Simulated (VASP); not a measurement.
A run of VASP 6.6.1:

The input POSCAR:

```
Zn
1.0
   -1.5478311978      1.5478311978      1.5478311978
    1.5478311978     -1.5478311978      1.5478311978
    1.5478311978      1.5478311978     -1.5478311978
Zn
1
Direct
    0.0000000000      0.0000000000      0.0000000000
```

Contents of INCAR.step1:

```
SYSTEM = Zn
PREC = Accurate
ENCUT = 520
EDIFF = 1E-5
ISMEAR = -1
SIGMA = 0.05
LREAL = .False.
LASPH = .True.
NELM = 100
ALGO = Normal
ISIF = 2
LWAVE = .True.
LCHARG = .False.
GGA = PE
NBANDS = 12
```

INCAR.step2

```
SYSTEM = Zn
PREC = Accurate
ENCUT = 520
EDIFF = 1E-7
ISMEAR = -1
SIGMA = 0.05
LREAL = .False.
LASPH = .True.
NELM = 100
ALGO = Normal
ISIF = 2
LWAVE = .False.
LCHARG = .False.
GGA = PE
LHFCALC = .True.
AEXX = 0.25
PRECFOCK = Normal
ISTART = 1
NBANDS = 12
```

KPOINTS

```
regular mesh
0
Gamma
  6 6 6
  0 0 0
```

Potentials or basis: VASP PAW PBE potentials, release 64 (Zn).

The run is started by

```console
$ cat potpaw_PBE.64/Zn/POTCAR > POTCAR
$ cp INCAR.step1 INCAR
$ mpirun -np 1 vasp_std > vasp.out
$ cp INCAR.step2 INCAR
$ mpirun -np 1 vasp_std > vasp.out
```

Hardware: 1 thread of Intel Xeon 6975P-C, on a shared host.

Task: How long does it take, and how much memory?

Result: It took 8.2 min on 1 thread of Intel Xeon 6975P-C, with other jobs on the host, peak memory 0.13 GiB. Counts: k points 16.
